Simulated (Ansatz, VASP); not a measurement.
# One calculation of Zn, two programs

POSCAR

```
Zn
1.0
   -1.5690370000      1.5690370000      1.5690370000
    1.5690370000     -1.5690370000      1.5690370000
    1.5690370000      1.5690370000     -1.5690370000
Zn
1
Direct
    0.0000000000      0.0000000000      0.0000000000
```

Contents of INCAR.step1:

```
SYSTEM = Zn
PREC = Accurate ; ENCUT = 520
EDIFF = 1E-5 ; ISMEAR = -1
SIGMA = 0.05 ; LREAL = .FALSE.
LASPH = .TRUE. ; NELM = 60
ALGO = Normal ; ISIF = 2
LWAVE = .TRUE. ; GGA = PE
NBANDS = 12
```

The input INCAR.step2:

```
SYSTEM = Zn
PREC = Accurate ; ENCUT = 520
EDIFF = 1E-6 ; ISMEAR = -1
SIGMA = 0.05 ; LREAL = .FALSE.
LASPH = .TRUE. ; NELM = 60
ALGO = Normal ; ISIF = 2
LWAVE = .FALSE. ; LCHARG = .TRUE.
GGA = PE ; LHFCALC = .TRUE.
AEXX = 0.25 ; HFSCREEN = 0.3
PRECFOCK = Normal ; LELF = .TRUE.
LVHAR = .TRUE. ; ISTART = 1
NBANDS = 12
```

The input KPOINTS:

```
regular mesh
0
G
  6 6 6
  0 0 0
```

Contents of input:

```
crystal:
  lattice:
    - [-1.569037, 1.569037, 1.569037]
    - [1.569037, -1.569037, 1.569037]
    - [1.569037, 1.569037, -1.569037]
  atoms:
    - { symbol: Zn, position: [0.0, 0.0, 0.0] }
hamiltonian:
  xc: { exchange: pbe, correlation: pbe, exx: { coeff: 0.25, omega: 0.3 } }
  pseudopotentials: { kind: paw }
kpoints:
  mp_grid: { grid: [6, 6, 6] }
  band_path:
    path:
      - [[0.0, 0.0, 0.0], [0.5, -0.5, 0.5], [0.0, 0.0, 0.5], [0.0, 0.0, 0.0], [0.25, 0.25, 0.25], [0.5, -0.5, 0.5]]
      - [[0.25, 0.25, 0.25], [0.0, 0.0, 0.5]]
    npoints: 4
scf:
  occupations: { method: fermi_dirac, width: 0.05 }
  n_extra_bands: 6
output:
  forces: true
  stress: true
  eigenvalues: true
  fatbands: false
```

Alike in both runs: functional PBE-based screened hybrid; k mesh 6 × 6 × 6; occupations fermi-dirac, width 0.05 eV; no spin polarisation.

```csv
,VASP,Ansatz
version,VASP 6.6.1,Ansatz 0.2.0
potentials or method,"VASP PAW PBE potentials, release 64 (Zn)",Ansatz PAW
plane-wave cutoff (eV),520,420
valence electrons in the cell,12,12
task,single point,band structure
```

```tsv
	VASP	Ansatz	Ansatz less VASP
gap on the k mesh at the Fermi level (eV)	none	none	-
pressure (GPa)	0.5	0.5	+0.05
```

VASP's potentials were made for PBE, not for PBE-based screened hybrid. A gap of «none» marks a metal or a gap that the smearing closes. The functional is the same, so the differences come from potentials, cutoffs and numerics.

The k mesh is coarse, so the values compare programs but aren't converged.
